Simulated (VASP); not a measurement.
# Si2Ni (fluorite type) (Fm-3m) in VASP: density of states with PBE

Aim: the density of states of Si2Ni (fluorite type) with PBE.

Everything below comes from runs of VASP 6.6.1. Logs are shortened: lines on timing, memory, paths and dates and some standing lists are left out, and cuts for length are marked.

### 1 The cell of the first run

The structure is cubic, space group Fm-3m (No. 225). Conventional cell: a = 5.444 Å, b = 5.444 Å, c = 5.444 Å, α = 90.00°, β = 90.00°, γ = 90.00°. Ni (site symmetry m-3m) has 8 Si at 2.36 Å within 3.1 Å. Si (site symmetry -43m) has 4 Ni at 2.36 Å and 6 Si at 2.72 Å within 3.1 Å.

### 2 Density of states, PBE

Contents of POSCAR:

```
Si2Ni
1.0
    0.0000000000      2.7221039802      2.7221039802
    2.7221039802      0.0000000000      2.7221039802
    2.7221039802      2.7221039802      0.0000000000
Ni Si
1 2
Direct
    0.0000000000      0.0000000000      0.0000000000
    0.2500000000      0.2500000000      0.2500000000
    0.7500000000      0.7500000000      0.7500000000
```

Contents of INCAR.step1:

```
PREC = Accurate
ENCUT = 520
EDIFF = 1E-6
ISMEAR = -1
SIGMA = 0.05
LREAL = F
LASPH = T
NELM = 80
ALGO = Normal
ISIF = 2
LWAVE = F
LCHARG = T
LMAXMIX = 4
GGA = PE
NBANDS = 16
```

Contents of KPOINTS.step1:

```
Automatic mesh
0
Gamma
  10 10 10
```

Contents of INCAR.step2:

```
PREC = Accurate
ENCUT = 520
EDIFF = 1E-6
ISMEAR = -5
SIGMA = 0.05
LREAL = F
LASPH = T
NELM = 80
ALGO = Normal
ISIF = 2
LWAVE = F
LCHARG = F
LMAXMIX = 4
GGA = PE
LORBIT = 11
NEDOS = 1001
ICHARG = 11
```

Contents of KPOINTS.step2:

```
Automatic mesh
0
Gamma
  15 15 15
```

Potentials or basis: VASP PAW PBE potentials, release 64 (Ni, Si).

Run with:

```sh
cat potpaw_PBE.64/Ni/POTCAR potpaw_PBE.64/Si/POTCAR > POTCAR
cp INCAR.step1 INCAR
cp KPOINTS.step1 KPOINTS
mpirun -np 1 vasp_std > vasp.out
cp INCAR.step2 INCAR
cp KPOINTS.step2 KPOINTS
mpirun -np 1 vasp_std > vasp.out
```

OUTCAR:

```text
PREC = Accurate
   ENCUT = 520
   EDIFF = 1E-6
   ISMEAR = -5
   LREAL = F
   LASPH = T
   NELM = 80
   ISIF = 2
   GGA = PE
   LORBIT = 11
   ICHARG = 11

 ion  position               nearest neighbor table
   1  0.000  0.000  0.000-   3 2.36   3 2.36   3 2.36   2 2.36   3 2.36   2 2.36   2 2.36   2 2.36

   2  0.250  0.250  0.250-   1 2.36   1 2.36   1 2.36   1 2.36   3 2.72   3 2.72   3 2.72   3 2.72
                             3 2.72   3 2.72
   3  0.750  0.750  0.750-   1 2.36   1 2.36   1 2.36   1 2.36   2 2.72   2 2.72   2 2.72   2 2.72
                             2 2.72   2 2.72

  LATTYP: Found a face centered cubic cell.
 ALAT       =     5.4442079604

  Lattice vectors:

 A1 = (   0.0000000000,   2.7221039802,   2.7221039802)
 A2 = (   2.7221039802,   0.0000000000,   2.7221039802)
 A3 = (   2.7221039802,   2.7221039802,   0.0000000000)

Analysis of symmetry for initial positions (statically):
=====================================================================
 Subroutine PRICEL returns:
 Original cell was already a primitive cell.

 Routine SETGRP: Setting up the symmetry group for a
 face centered cubic supercell.

 Subroutine GETGRP returns: Found 48 space group operations
 (whereof 48 operations were pure point group operations)
 out of a pool of 48 trial point group operations.

The static configuration has the point symmetry O_h .

Analysis of symmetry for dynamics (positions and initial velocities):
=====================================================================
 Subroutine PRICEL returns:
 Original cell was already a primitive cell.

 Routine SETGRP: Setting up the symmetry group for a
 face centered cubic supercell.

 Subroutine GETGRP returns: Found 48 space group operations
 (whereof 48 operations were pure point group operations)
 out of a pool of 48 trial point group operations.

The dynamic configuration has the point symmetry O_h .

 Subroutine INISYM returns: Found 48 space group operations
 (whereof 48 operations are pure point group operations),
 and found     1 'primitive' translations

----------------------------------------------------------------------------------------

                                     Primitive cell

  volume of cell :      40.3408

  direct lattice vectors                    reciprocal lattice vectors
     0.000000000  2.722103980  2.722103980    -0.183681448  0.183681448  0.183681448
     2.722103980  0.000000000  2.722103980     0.183681448 -0.183681448  0.183681448
[... 105 lines left out ...]
   EFERMI_NEDOS =   21; number of points for ismear=-14 and -15
   IALGO  =     38    algorithm
   IMIX   =      4    mixing-type and parameters
     AMIX     =   0.40;   BMIX     =  1.00
     AMIX_MAG =   1.60;   BMIX_MAG =  1.00
  volume/ion in A,a.u.               =      13.45        90.74
  Fermi-wavevector in a.u.,A,eV,Ry     =   1.250982  2.364013 21.292508  1.564955
  Thomas-Fermi vector in A             =   2.384951
   LORBIT       =     11    0 simple, 1 ext, 2 COOP (PROOUT), +10 PAW based schemes
   GGA     = PE    functional components
   LHFCALC =     F    Hartree Fock is set to
   AEXX    =    0.0000 exact exchange contribution
   IVDW    =     0    specifies the selected vdW correction
   LEPSILON=     F    determine dielectric tensor
   LRPA    =     F    only Hartree local field effects (RPA)
 non-spin polarized calculation
 Fermi weights with tetrahedron method with Bloechl corrections
  energy-cutoff  :      520.00
  volume of cell :       40.34
 maximum number of plane-waves:      1103
 NGX is ok and might be reduce to    30

 number of electron      17.9999991 magnetization

 Free energy of the ion-electron system (eV)
  ---------------------------------------------------
  ext. energy  EPLUGINS =         0.00000000
  ---------------------------------------------------
  free energy    TOTEN  =       -17.36963580 eV

  energy without entropy =      -17.36963580  energy(sigma->0) =      -17.36963580

 E-fermi :  10.1264     XC(G=0): -11.4899

 val. band max:       10.4289766044   @ k =   0.2000   0.0000   0.0000
 cond. band min:      10.1230463504   @ k =  -0.4667   0.4000   0.0667
 fundamental gap:     -0.3059302541
 Fermi energy:        10.1263981927

 k-point     1 :       0.0000    0.0000    0.0000
  band No.  band energies     occupation
      1      -3.5086      2.00000
      2       5.0718      2.00000
      3       5.0718      2.00000
      4       5.0718      2.00000
      5       6.7379      2.00000
      6       6.7379      2.00000
      7       9.6793      2.00000
      8      11.8087      0.00000
      9      11.8087      0.00000
     10      11.8087      0.00000
     11      12.4621      0.00000
     12      12.4621      0.00000
     13      12.4621      0.00000
[... 354 lines left out ...]
  band No.  band energies     occupation
      1      -2.9280      2.00000
      2       4.2290      2.00000
      3       5.1409      2.00000
      4       5.1656      2.00000
      5       6.3980      2.00000
      6       6.8232      2.00000
      7       8.9158      2.00000
      8       9.4578      2.01803
      9       9.9087      1.62134
     10      10.5018     -0.01705
     11      12.8889      0.00000
     12      13.2143      0.00000
     13      14.7227      0.00000

 [... further k-points ...]
[... 5 lines left out ...]
  --------------------------------------------------------------------------------------
  -------------------------------------------------------------------------------------
  Total        0.2939054      0.2939054      0.2939054     -0.0000000      0.0000000     -0.0000000
  in kB       11.6727718     11.6727718     11.6727718     -0.0000000      0.0000000     -0.0000000
  external PRESSURE =      11.6727718 kB  Pullay stress =       0.0000000 kB

 VOLUME and BASIS-vectors are now :
 -----------------------------------------------------------------------------
  energy-cutoff  :      520.00
  volume of cell :       40.34
      direct lattice vectors                 reciprocal lattice vectors
     0.000000000  2.722103980  2.722103980    -0.183681448  0.183681448  0.183681448
     2.722103980  0.000000000  2.722103980     0.183681448 -0.183681448  0.183681448
     2.722103980  2.722103980  0.000000000     0.183681448  0.183681448 -0.183681448

 POSITION                                       TOTAL-FORCE (eV/Angst)
 -----------------------------------------------------------------------------------
      0.00000      0.00000      0.00000         0.000000      0.000000      0.000000
      1.36105      1.36105      1.36105         0.000000      0.000000     -0.000000
      4.08316      4.08316      4.08316        -0.000000     -0.000000     -0.000000
 -----------------------------------------------------------------------------------
    total drift:                                0.000000     -0.000000     -0.000000

  FREE ENERGIE OF THE ION-ELECTRON SYSTEM (eV)
  ---------------------------------------------------
  free  energy   TOTEN  =       -17.3696358025 eV

  energy  without entropy=      -17.3696358025  energy(sigma->0) =      -17.36963580

 total charge

# of ion       s       p       d       tot
------------------------------------------
    1        0.548   0.771   8.438   9.757
    2        0.743   0.831   0.000   1.574
    3        0.743   0.831   0.000   1.574
--------------------------------------------------
tot          2.034   2.433   8.438  12.905
```

Wall time 66 s (1 thread of Intel Xeon 6975P-C, shared host); peak memory 0.2 GiB.

What came out:

```
Valence electrons inside the program's atomic spheres : Ni 9.76; Si 1.57
```

Caveat: tetrahedron occupations give inexact forces and stress in metals. Spin polarisation is off, so any magnetic state and its effect on volume and gap are missing.
